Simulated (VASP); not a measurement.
Wanted: the native input for a VASP 6.6.1 run.

| Item | Value |
| --- | --- |
| Task | single point |
| Functional | HSE06 |
| Potentials or basis | VASP PAW PBE potentials, release 64 (Li_sv, H) |
| Cutoff | 520 eV |
| k mesh | 6 × 6 × 6 |
| Occupations | gaussian, width 0.01 eV |
| Spin | no spin polarisation |
| Dipole correction | no |
| Grid for exact exchange (PRECFOCK) | Normal |
| Further INCAR settings | ALGO = Normal; EDIFF = 1e-06; NBANDS = 9 |
| Screening parameter | 0.2079 1/Å |

Crystal: LiH.

```xyz
2
Lattice="0.0000 1.9985 1.9985 1.9985 0.0000 1.9985 1.9985 1.9985 0.0000" Properties=species:S:1:pos:R:3 pbc="T T T"
Li    0.0000    0.0000    0.0000
H     1.9985    1.9985    1.9985
```

These files were run (other wordings do the same):

POSCAR

```
LiH
1.0
    0.0000000000      1.9984726907      1.9984726907
    1.9984726907      0.0000000000      1.9984726907
    1.9984726907      1.9984726907      0.0000000000
Li H
1 1
Direct
    0.0000000000      0.0000000000      0.0000000000
    0.5000000000      0.5000000000      0.5000000000
```

INCAR.step1

```
PREC = Accurate ; ENCUT = 520
EDIFF = 1E-5 ; ISMEAR = 0
SIGMA = 0.01 ; LREAL = False
LASPH = True ; NELM = 100
ALGO = Normal ; ISIF = 2
LWAVE = True ; LCHARG = False
GGA = PE ; NBANDS = 9
```

INCAR.step2

```
PREC = Accurate ; ENCUT = 520
EDIFF = 1E-6 ; ISMEAR = 0
SIGMA = 0.01 ; LREAL = False
LASPH = True ; NELM = 100
ALGO = Normal ; ISIF = 2
LWAVE = False ; LCHARG = False
GGA = PE ; LHFCALC = True
HFSCREEN = 0.2079 ; PRECFOCK = Normal
ISTART = 1 ; NBANDS = 9
```

KPOINTS

```
regular mesh
0
Gamma
  6 6 6
```

Potentials or basis: VASP PAW PBE potentials, release 64 (Li_sv, H).

Command:

```sh
$ cat potpaw_PBE.64/Li_sv/POTCAR potpaw_PBE.64/H/POTCAR > POTCAR
$ cp INCAR.step1 INCAR
$ mpirun -np 1 vasp_std > vasp.out
$ cp INCAR.step2 INCAR
$ mpirun -np 1 vasp_std > vasp.out
```

It gave:

```
Band gap on the k mesh : 3.97 eV, direct
```

Caveat: the k points lie up to 0.45 Å⁻¹ apart.

Wall time 48 s on 1 thread of Intel Xeon 6975P-C (shared host), peak memory 0.23 GiB.
